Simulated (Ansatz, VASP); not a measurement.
**SiC in VASP and in Ansatz**

```
Si C
1.0
     0.00000    2.20378    2.11563
     2.20378    0.00000    2.11563
     2.20378    2.20378    0.00000
Si C
1 1
Direct
  0.00000 0.00000 0.00000
  0.75000 0.75000 0.75000
```

Alike in both runs: task single point; functional PBEsol; k mesh 12 × 12 × 12; occupations gaussian, width 0.05 eV; no spin polarisation.

|  | VASP | Ansatz |
| --- | --- | --- |
| version | VASP 6.6.1 | Ansatz 0.2.0 |
| potentials or method | VASP PAW PBE potentials, release 64 (Si, C), cutoff 520 eV | scalar-relativistic, plane waves, PAW |
| valence electrons in the cell | 8 | 8 |

```csv
,VASP,Ansatz,Ansatz less VASP
gap on the k mesh at the Fermi level (eV),0.81,0.82,+0.009
least direct gap on the mesh (eV),4.40,4.41,+0.010
pressure (GPa),1.6,1.2,-0.36
"traceless stress, the component that is largest in VASP (GPa)",6.28,6.28,+0.004
```

VASP's potentials were made for PBE, not for PBEsol. The functional is the same, so the differences come from potentials, cutoffs and numerics.
